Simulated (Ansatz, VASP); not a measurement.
# One calculation of ZrSe2, two programs

```
Se Zr
1.0
     3.70882    0.00000    0.00000
    -1.85441    3.21193    0.00000
     0.00000    0.00000   30.12000
Se Zr
2 1
Direct
  0.33333 0.66667 0.23279
  0.66667 0.33333 0.33693
  0.00000 0.00000 0.28486
```

Alike in both runs: functional LDA; k mesh 12 × 12 × 1; occupations gaussian, width 0.03 eV; no spin polarisation.

Ansatz relaxed the structure, and its values are those at the end. VASP's run is a single point on that final structure, the one shown.

```csv
,VASP,Ansatz
version,VASP 6.6.1,Ansatz 0.2.0
potentials or method,"VASP PAW LDA potentials, release 64 (Se, Zr_sv), cutoff 400 eV","scalar-relativistic, plane waves, PAW"
valence electrons in the cell,24,44
```

|  | VASP | Ansatz | Ansatz less VASP |
| --- | --- | --- | --- |
| gap on the k mesh at the Fermi level (eV) | 0.26 | 0.27 | +0.007 |
| least direct gap on the mesh (eV) | 1.00 | 1.01 | +0.012 |
| rms of the force components (eV/Å) | 0.019 | 0.000 | -0.0186 |

Ansatz warns that its potentials were made for another functional, while VASP's fit it. LDA's correlation is that of Perdew and Zunger in VASP and of Perdew and Wang (1992) in Ansatz. VASP's potentials hold 24 valence electrons a cell and Ansatz's 44, so a difference there can come from the potentials and not from the codes. Ansatz's warnings: slab cell height set, structure snapped to symmetry, xc potential rough in thin density.
